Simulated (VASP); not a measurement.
# Se: relaxation of cell and atoms with PBE

Crystal: Se.

```xyz
4
Lattice="3.4665 0.0000 0.0000 -1.7333 3.0021 0.0000 0.0000 0.0000 10.5128" Properties=species:S:1:pos:R:3 pbc="T T T"
Se    0.0000    2.0014    1.5370
Se    1.7333    1.0007    6.7934
Se    0.0000    2.0014    3.7194
Se    1.7333    1.0007    8.9758
```

This isn't the form of Se at room conditions, which is trigonal, of chains.

- Program: VASP 6.6.1
- Task: relaxation of cell and atoms
- Functional: PBE
- Potentials or basis: VASP PAW PBE potentials, release 64 (Se)
- Cutoff: 600 eV
- k mesh: 15 × 15 × 6
- Occupations: gaussian, width 0.1 eV
- Spin: no spin polarisation
- Dipole correction: no
- Further INCAR settings: ALGO = Normal; EDIFF = 1e-06; IBRION = 2; EDIFFG = -0.01; NSW = 100; ISIF = 3

```json
{"Relaxed volume": "28.46 Å³/atom", "Relaxed cell": "a = 3.452 Å, b = 3.452 Å, c = 11.034 Å, α = 90.00°, β = 90.00°, γ = 120.00°", "Space group after relaxing (to 0.1 Å)": "P6_3/mmc (No. 194)", "Energy gained by relaxing": "3.4 meV/atom", "Ionic steps": "17", "Pressure after relaxing": "0.0 GPa", "Largest force after relaxing": "0.004 eV/Å", "Band gap on the k mesh": "zero (bands 12 and 13 overlap by 3.46 eV)"}
```

Forces in eV/Å, atoms in the order of the input:
```
Se   0.000  0.000  0.004
Se   0.000  0.000  0.004
Se   0.000  0.000 -0.004
Se   0.000  0.000 -0.004
```

The path:
| step | energy change (eV) | largest force (eV/Å) | pressure (GPa) | volume (Å³) |
| --- | --- | --- | --- | --- |
| 1 | 0.0000 | 0.0098 | 0.12 | 109.40 |
| 2 | 0.0016 | 0.3329 | -0.54 | 109.74 |
| 3 | -0.0010 | 0.1236 | -0.14 | 109.53 |
| 4 | -0.0034 | 0.0998 | 0.00 | 109.40 |
| 5 | -0.0061 | 0.0422 | 0.33 | 109.11 |
| 6 | -0.0062 | 0.0281 | 0.42 | 109.04 |
| 7 | -0.0083 | 0.0585 | 0.28 | 109.80 |
| 8 | -0.0116 | 0.1355 | -0.09 | 112.08 |
| 9 | -0.0128 | 0.0345 | 0.06 | 112.49 |
| 10 | -0.0130 | 0.0221 | 0.14 | 112.72 |
| 11 | -0.0130 | 0.0261 | 0.17 | 112.73 |
| 12 | -0.0130 | 0.0350 | 0.16 | 112.77 |
| 13 | -0.0130 | 0.0301 | 0.14 | 112.75 |
| 14 | -0.0132 | 0.0296 | 0.13 | 113.02 |
| 15 | -0.0134 | 0.0274 | 0.03 | 113.82 |
| 16 | -0.0134 | 0.0279 | -0.07 | 113.85 |
| 17 | -0.0134 | 0.0043 | -0.03 | 113.84 |

Final structure:
```yaml
crystal:
  lattice:
    - [3.45152, 0.00000, 0.00000]
    - [-1.72576, 2.98911, 0.00000]
    - [0.00000, 0.00000, 11.03427]
  atoms:
    - { symbol: Se, position: [0.33333, 0.66667, 0.15121] }
    - { symbol: Se, position: [0.66667, 0.33333, 0.65121] }
    - { symbol: Se, position: [0.33333, 0.66667, 0.34879] }
    - { symbol: Se, position: [0.66667, 0.33333, 0.84879] }
```

Levels at points of the mesh, in eV from the Fermi level:
```tsv
k point	band 10	band 11	band 12	band 13	band 14	band 15
(0.00, 0.00, 0.00)	-0.47	0.92	2.01	2.01	2.19	2.19
(0.00, 0.00, 0.50)	-0.51	2.10	2.10	2.10	2.10	2.51
```

It took 10 min on 1 thread of Intel(R) Xeon(R) 6975P-C (Granite Rapids), on a shared host, peak memory 0.38 GiB.

Caveat: this functional lacks dispersion, which holds the molecules together, so the pressure and a relaxed volume are unreliable; this functional lacks dispersion, which binds layers or chains, so the pressure and a relaxed spacing across them are unreliable.
